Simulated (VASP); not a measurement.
# KTaO3 (P4/mmm) in VASP: further runs

KTaO3 is run at these levels: PBEsol; tasks: single point.

All numbers are computed with VASP 6.6.1; they aren't measurements. Logs are shortened: lines on timing, memory, paths and dates and some standing lists are left out, and cuts for length are marked.

## (1) The cell of the first run

Symmetry: P4/mmm, No. 123, tetragonal system. The conventional cell has a = 3.753 Å, b = 3.753 Å, c = 4.504 Å, α = 90.00°, β = 90.00°, γ = 90.00°. Within 3.5 Å of K (site symmetry 4/mmm) lie 12 O at 2.65 to 2.93 Å and 8 Ta at 3.48 Å. Within 2.5 Å of Ta (site symmetry 4/mmm) lie 6 O at 1.88 to 2.25 Å. O (site symmetry mmm) has 2 Ta at 1.88 Å within 2.5 Å. Within 3.0 Å of O (site symmetry 4/mmm) lie 2 Ta at 2.25 Å and 4 K at 2.65 Å and 8 O at 2.93 Å.

## (2) Single point, PBEsol

Contents of INCAR:

```
SYSTEM = KTaO3
  PREC = Accurate
  ENCUT = 520
  EDIFF = 1E-6
  ISMEAR = 0
  SIGMA = 0.05
  LREAL = .False.
  LASPH = .True.
  NELM = 100
  ALGO = Normal
  ISIF = 2
  LWAVE = .False.
  LCHARG = .False.
  GGA = PS
  NBANDS = 27
```

Contents of KPOINTS:

```
Automatic mesh
0
Gamma
  8 8 8
  0 0 0
```

Contents of POSCAR:

```
KTaO3
1.0
    3.7531339940      0.0000000000      0.0000000000
    0.0000000000      3.7531339940      0.0000000000
    0.0000000000      0.0000000000      4.5037607928
K Ta O
1 1 3
Direct
    0.5000000000      0.5000000000      0.5000000000
    0.0000000000      0.0000000000      0.0000000000
    0.5000000000      0.0000000000      0.0000000000
    0.0000000000      0.5000000000      0.0000000000
    0.0000000000      0.0000000000      0.5000000000
```

Potentials or basis: VASP PAW PBE potentials, release 64 (K_sv, Ta_pv, O).

Command:

```
$ cat potpaw_PBE.64/K_sv/POTCAR potpaw_PBE.64/Ta_pv/POTCAR potpaw_PBE.64/O/POTCAR > POTCAR
$ mpirun -np 1 vasp_std > vasp.out
```

OUTCAR:

```text
SYSTEM = KTaO3
   PREC = Accurate
   ENCUT = 520
   EDIFF = 1E-6
   ISMEAR = 0
   LREAL = .False.
   LASPH = .True.
   NELM = 100
   ISIF = 2
   GGA = PS

 ion  position               nearest neighbor table
   1  0.500  0.500  0.500-   5 2.65   5 2.65   5 2.65   5 2.65   2 3.48   2 3.48   2 3.48   2 3.48
                             2 3.48   2 3.48   2 3.48   2 3.48
   2  0.000  0.000  0.000-   3 1.88   4 1.88   4 1.88   3 1.88   5 2.25   5 2.25   1 3.48   1 3.48
                             1 3.48   1 3.48   1 3.48   1 3.48   1 3.48   1 3.48
   3  0.500  0.000  0.000-   2 1.88   2 1.88
   4  0.000  0.500  0.000-   2 1.88   2 1.88
   5  0.000  0.000  0.500-   2 2.25   2 2.25   1 2.65   1 2.65   1 2.65   1 2.65

  LATTYP: Found a simple tetragonal cell.
 ALAT       =     3.7531339940
 C/A-ratio  =     1.2000000000

  Lattice vectors:

 A1 = (   3.7531339940,   0.0000000000,   0.0000000000)
 A2 = (   0.0000000000,   3.7531339940,   0.0000000000)
 A3 = (   0.0000000000,   0.0000000000,   4.5037607928)

Analysis of symmetry for initial positions (statically):
=====================================================================
 Subroutine PRICEL returns:
 Original cell was already a primitive cell.

 Routine SETGRP: Setting up the symmetry group for a
 simple tetragonal supercell.

 Subroutine GETGRP returns: Found 16 space group operations
 (whereof 16 operations were pure point group operations)
 out of a pool of 16 trial point group operations.

The static configuration has the point symmetry D_4h.

Analysis of symmetry for dynamics (positions and initial velocities):
=====================================================================
 Subroutine PRICEL returns:
 Original cell was already a primitive cell.

 Routine SETGRP: Setting up the symmetry group for a
 simple tetragonal supercell.

 Subroutine GETGRP returns: Found 16 space group operations
 (whereof 16 operations were pure point group operations)
 out of a pool of 16 trial point group operations.

The dynamic configuration has the point symmetry D_4h.

 Subroutine INISYM returns: Found 16 space group operations
 (whereof 16 operations are pure point group operations),
 and found     1 'primitive' translations

----------------------------------------------------------------------------------------

                                     Primitive cell

  volume of cell :      63.4400

  direct lattice vectors                    reciprocal lattice vectors
     3.753133994  0.000000000  0.000000000     0.266443991  0.000000000  0.000000000
     0.000000000  3.753133994  0.000000000     0.000000000  0.266443991  0.000000000
     0.000000000  0.000000000  4.503760793     0.000000000  0.000000000  0.222036659

  length of vectors
     3.753133994  3.753133994  4.503760793     0.266443991  0.266443991  0.222036659

  position of ions in fractional coordinates (direct lattice)
     0.500000000  0.500000000  0.500000000
     0.000000000  0.000000000  0.000000000
     0.500000000  0.000000000  0.000000000
     0.000000000  0.500000000  0.000000000
     0.000000000  0.000000000  0.500000000

  ion indices of the primitive-cell ions
   primitive index   ion index
                 1           1
                 2           2
                 3           3
                 4           4
                 5           5

----------------------------------------------------------------------------------------

 KPOINTS: Automatic mesh

Automatic generation of k-mesh.
 Grid dimensions read from file:
 generate k-points for:    8    8    8

 Generating k-lattice:

  Cartesian coordinates                     Fractional coordinates (reciprocal lattice)
     0.033305499  0.000000000  0.000000000     0.125000000  0.000000000  0.000000000
     0.000000000  0.033305499  0.000000000     0.000000000  0.125000000  0.000000000
     0.000000000  0.000000000  0.027754582     0.000000000  0.000000000  0.125000000

  Length of vectors
     0.033305499  0.033305499  0.027754582

  Shift w.r.t. Gamma in fractional coordinates (k-lattice)
     0.000000000  0.000000000  0.000000000

 Subroutine IBZKPT returns following result:
 ===========================================

 Found     75 irreducible k-points:

 Following reciprocal coordinates:
            Coordinates               Weight
  0.000000  0.000000  0.000000      1.000000
  0.125000  0.000000  0.000000      4.000000
  0.250000  0.000000  0.000000      4.000000
  0.375000  0.000000  0.000000      4.000000
  0.500000  0.000000  0.000000      2.000000
  0.125000  0.125000  0.000000      4.000000
[... 16 lines left out ...]
  0.375000  0.125000  0.125000     16.000000
  0.500000  0.125000  0.125000      8.000000
 [... further k-points ...]
   k-points           NKPTS =     75   k-points in BZ     NKDIM =     75   number of bands    NBANDS=     27
   number of dos      NEDOS =    301   number of ions     NIONS =      5
   total plane-waves  NPLWV =  28224
   dimension x,y,z NGX =    28 NGY =   28 NGZ =   36
   dimension x,y,z NGXF=    56 NGYF=   56 NGZF=   72
   ions per type =               1   1   3
   NGX,Y,Z   is equivalent  to a cutoff of  12.40, 12.40, 13.29 a.u.
   NGXF,Y,Z  is equivalent  to a cutoff of  24.81, 24.81, 26.58 a.u.
 SYSTEM =  KTaO3
   PREC   = accura    normal or accurate (medium, high low for compatibility)
   ISTART =      0    job   : 0-new  1-cont  2-samecut
   ICHARG =      2    charge: 1-file 2-atom 10-const
   ISPIN  =      1    spin polarized calculation?
   LNONCOLLINEAR =      F non collinear calculations
   LSORBIT =      F    spin-orbit coupling
   LASPH  =      T    aspherical Exc in radial PAW
   ENCUT  =  520.0 eV  38.22 Ry    6.18 a.u.   6.98  6.98  8.37*2*pi/ulx,y,z
   NELM   =    100;   NELMIN=  2; NELMDL= -5     # of ELM steps
   EDIFF  = 0.1E-05   stopping-criterion for ELM
   LREAL  =      F    real-space projection
   EDIFFG = 0.1E-04   stopping-criterion for IOM
   NSW    =      0    number of steps for IOM
   IBRION =     -1    ionic relax: 0-MD 1-quasi-New 2-CG
   NFREE  =      0    steps in history (QN), initial steepest desc. (CG)
   ISIF   =      2    stress and relaxation
   ISYM   =      2    0-nonsym 1-usesym 2-fastsym
   POTIM  = 0.5000    time-step for ionic-motion
   TEBEG  =    0.0;   TEEND  =   0.0 temperature during run
   PSTRESS=    0.0 pullay stress
   NELECT =      38.0000    total number of electrons
   NUPDOWN=      -1.0000    fix difference up-down
   EMIN   =  10.00;   EMAX   =-10.00  energy-range for DOS
   EFERMI =   0.00;   METHOD = LEGACY
   ISMEAR =     0;   SIGMA  =   0.05  broadening in eV -4-tet -1-fermi 0-gaus
   EFERMI_NEDOS =   21; number of points for ismear=-14 and -15
   IALGO  =     38    algorithm
   IMIX   =      4    mixing-type and parameters
     AMIX     =   0.40;   BMIX     =  1.00
     AMIX_MAG =   1.60;   BMIX_MAG =  1.00
  volume/ion in A,a.u.               =      12.69        85.62
  Fermi-wavevector in a.u.,A,eV,Ry     =   1.380008  2.607837 25.911228  1.904422
  Thomas-Fermi vector in A             =   2.504925
   LORBIT       =      0    0 simple, 1 ext, 2 COOP (PROOUT), +10 PAW based schemes
   GGA     = PS    functional components
   LHFCALC =     F    Hartree Fock is set to
   AEXX    =    0.0000 exact exchange contribution
   IVDW    =     0    specifies the selected vdW correction
   LEPSILON=     F    determine dielectric tensor
   LRPA    =     F    only Hartree local field effects (RPA)
 non-spin polarized calculation
 Gauss-broadening in eV      SIGMA  =   0.05
  energy-cutoff  :      520.00
  volume of cell :       63.44
 maximum number of plane-waves:      1732
 NGX is ok and might be reduce to    28

 number of electron      37.9999973 magnetization

 Free energy of the ion-electron system (eV)
  ---------------------------------------------------
  ext. energy  EPLUGINS =         0.00000000
  ---------------------------------------------------
  free energy    TOTEN  =       -41.45023087 eV

  energy without entropy =      -41.45023087  energy(sigma->0) =      -41.45023087

 E-fermi :   2.2372     XC(G=0): -11.1188

 val. band max:        1.9170121063   @ k =   0.5000   0.5000   0.5000
 cond. band min:       3.6584489902   @ k =   0.0000   0.0000   0.0000
 fundamental gap:      1.7414368840
 Fermi energy:         2.2372343152

 k-point     1 :       0.0000    0.0000    0.0000
  band No.  band energies     occupation
      1     -32.5238      2.00000
      2     -32.5238      2.00000
      3     -32.3025      2.00000
      4     -25.3071      2.00000
      5     -16.6594      2.00000
      6     -16.0979      2.00000
[... 19 lines left out ...]
     26      10.1261      0.00000
     27      10.3424      0.00000

 k-point     2 :       0.1250    0.0000    0.0000
  band No.  band energies     occupation
      1     -32.5532      2.00000
      2     -32.5226      2.00000
      3     -32.3012      2.00000
      4     -25.3003      2.00000
      5     -16.5518      2.00000
      6     -15.9699      2.00000
[... 19 lines left out ...]
     26      10.5675      0.00000
     27      10.7849      0.00000

 k-point     3 :       0.2500    0.0000    0.0000
  band No.  band energies     occupation
      1     -32.6230      2.00000
      2     -32.5197      2.00000
      3     -32.2981      2.00000
      4     -25.2840      2.00000
      5     -16.4352      2.00000
      6     -15.4641      2.00000
[... 19 lines left out ...]
     26      11.1609      0.00000
     27      11.9648      0.00000

 k-point     4 :       0.3750    0.0000    0.0000
  band No.  band energies     occupation
      1     -32.6912      2.00000
      2     -32.5168      2.00000
      3     -32.2950      2.00000
      4     -25.2676      2.00000
      5     -16.3999      2.00000
      6     -14.7667      2.00000
[... 19 lines left out ...]
     26      11.5873      0.00000
     27      12.3243      0.00000
[... 516 lines left out ...]
      4     -25.2773      2.00000
      5     -16.2084      2.00000
      6     -15.4560      2.00000
[... 19 lines left out ...]
     26      11.5101      0.00000
     27      12.4456      0.00000

 k-point    23 :       0.3750    0.1250    0.1250
  band No.  band energies     occupation
      1     -32.6896      2.00000
      2     -32.5458      2.00000
      3     -32.2962      2.00000
      4     -25.2624      2.00000
      5     -16.1584      2.00000
      6     -14.7694      2.00000
[... 19 lines left out ...]
     26      11.9671      0.00000
     27      12.3070      0.00000

 k-point    24 :       0.5000    0.1250    0.1250
  band No.  band energies     occupation
      1     -32.7174      2.00000
      2     -32.5446      2.00000
      3     -32.2949      2.00000
      4     -25.2563      2.00000
      5     -16.1487      2.00000
      6     -14.4219      2.00000
[... 19 lines left out ...]
     26      11.9320      0.00000
     27      12.3024      0.00000

 [... further k-points ...]

------------------------ aborting loop because EDIFF is reached ----------------------------------------

  FORCE on cell =-STRESS in cart. coord.  units (eV):
  Direction    XX          YY          ZZ          XY          YZ          ZX
  --------------------------------------------------------------------------------------
  -------------------------------------------------------------------------------------
  Total       12.7507022     12.7507022    -10.5086228      0.0000000     -0.0000000      0.0000000
  in kB      322.0188029    322.0188029   -265.3951186      0.0000000     -0.0000000      0.0000000
  external PRESSURE =     126.2141624 kB  Pullay stress =       0.0000000 kB

 VOLUME and BASIS-vectors are now :
 -----------------------------------------------------------------------------
  energy-cutoff  :      520.00
  volume of cell :       63.44
      direct lattice vectors                 reciprocal lattice vectors
     3.753133994  0.000000000  0.000000000     0.266443991  0.000000000  0.000000000
     0.000000000  3.753133994  0.000000000     0.000000000  0.266443991  0.000000000
     0.000000000  0.000000000  4.503760793     0.000000000  0.000000000  0.222036659

 POSITION                                       TOTAL-FORCE (eV/Angst)
 -----------------------------------------------------------------------------------
      1.87657      1.87657      2.25188         0.000000      0.000000      0.000000
      0.00000      0.00000      0.00000         0.000000      0.000000      0.000000
      1.87657      0.00000      0.00000         0.000000      0.000000      0.000000
      0.00000      1.87657      0.00000         0.000000      0.000000      0.000000
      0.00000      0.00000      2.25188         0.000000      0.000000      0.000000
 -----------------------------------------------------------------------------------
    total drift:                                0.000000      0.000000     -0.000000

  FREE ENERGIE OF THE ION-ELECTRON SYSTEM (eV)
  ---------------------------------------------------
  free  energy   TOTEN  =       -41.4502308704 eV

  energy  without entropy=      -41.4502308704  energy(sigma->0) =      -41.45023087
```

It took 65 s on 1 thread of Intel Xeon Platinum 8488C (Sapphire Rapids), shared host; peak memory 0.26 GiB.

Results:

- Free energy: -41.4502 eV
- Pressure: 12.6 GPa
- Band gap on the k mesh: 1.74 eV (least direct gap 1.97 eV)

Levels at points of the mesh, in eV from the valence-band top:
| k point | band 17 | band 18 | band 19 | band 20 | band 21 | band 22 |
| --- | --- | --- | --- | --- | --- | --- |
| (0.00, 0.00, 0.00) | -0.83 | -0.23 | -0.23 | 1.74 | 1.74 | 1.93 |
| (0.50, 0.00, 0.00) | -1.27 | -1.01 | -0.63 | 1.98 | 4.46 | 5.55 |
| (0.50, 0.50, 0.00) | -0.56 | -0.56 | -0.47 | 4.79 | 5.59 | 5.59 |
| (0.00, 0.00, 0.50) | -1.27 | -1.15 | -1.15 | 1.98 | 3.42 | 3.42 |
| (0.50, 0.00, 0.50) | -1.81 | -1.61 | -0.37 | 3.49 | 5.56 | 6.00 |
| (0.50, 0.50, 0.50) | -0.46 | 0.00 | 0.00 | 6.15 | 6.15 | 7.40 |

Caveat: the stress differs along the axes, from -27 to 32 GPa; the PAW data sets were made with another functional, which shifts forces and pressure a little; spin-orbit coupling is left out, which moves the levels of the heavy elements. A k mesh can miss the band edges.

## (3) Single point, PBEsol

This run uses another cell than the first one, of the same volume but with other edges.

Contents of INCAR:

```
PREC = Accurate
ENCUT = 520
EDIFF = 1E-6
ISMEAR = 0
SIGMA = 0.05
LREAL = F
LASPH = T
NELM = 60
ALGO = Normal
ISIF = 2
LWAVE = F
LCHARG = T
GGA = PS
LELF = T
LVHAR = T
NBANDS = 27
```

Contents of KPOINTS:

```
regular mesh
0
Gamma
  8 8 8
```

POSCAR: that of step 2 with these lines changed.

```diff
@@ -2,5 +2,5 @@
 1.0
-    3.7531339940      0.0000000000      0.0000000000
-    0.0000000000      3.7531339940      0.0000000000
-    0.0000000000      0.0000000000      4.5037607928
+    4.3326767065      0.0000000000      0.0000000000
+    0.0000000000      4.3326767065      0.0000000000
+    0.0000000000      0.0000000000      3.3794878311
 K Ta O
```

Potentials or basis: VASP PAW PBE potentials, release 64 (K_sv, Ta_pv, O).

Command:

```
$ cat potpaw_PBE.64/K_sv/POTCAR potpaw_PBE.64/Ta_pv/POTCAR potpaw_PBE.64/O/POTCAR > POTCAR
$ mpirun -np 1 vasp_std > vasp.out
```

Wall time 54 s (1 thread of Intel Xeon Platinum 8488C (Sapphire Rapids), shared host); peak memory 0.26 GiB.

Results (log left out):

* Free energy: -38.7722 eV
* Pressure: 27.4 GPa
* Band gap on the k mesh: 1.56 eV (least direct gap 1.60 eV)

Stress tensor (GPa, compression positive):
```
-21.86   0.00   0.00
  0.00 -21.86   0.00
  0.00   0.00 125.93
```

Levels at points of the mesh, in eV from the valence-band top:
| k point | band 17 | band 18 | band 19 | band 20 | band 21 | band 22 |
| --- | --- | --- | --- | --- | --- | --- |
| (0.00, 0.00, 0.00) | -0.52 | -0.22 | -0.03 | 1.56 | 2.02 | 2.02 |
| (0.50, 0.00, 0.00) | -1.25 | -0.91 | -0.18 | 2.07 | 3.78 | 3.81 |
| (0.50, 0.50, 0.00) | -1.50 | -0.55 | -0.18 | 3.83 | 3.83 | 4.74 |
| (0.00, 0.00, 0.50) | -1.44 | -0.75 | -0.75 | 2.09 | 4.97 | 6.61 |
| (0.50, 0.00, 0.50) | -1.15 | -0.82 | -0.61 | 3.99 | 5.61 | 7.53 |
| (0.50, 0.50, 0.50) | -0.32 | -0.32 | 0.00 | 5.01 | 7.73 | 8.22 |

Caveat: the stress differs along the axes, from -22 to 126 GPa; the PAW data sets were made with another functional, which shifts forces and pressure a little; spin-orbit coupling is left out, which moves the levels of the heavy elements.

[end of part 1 of 2]
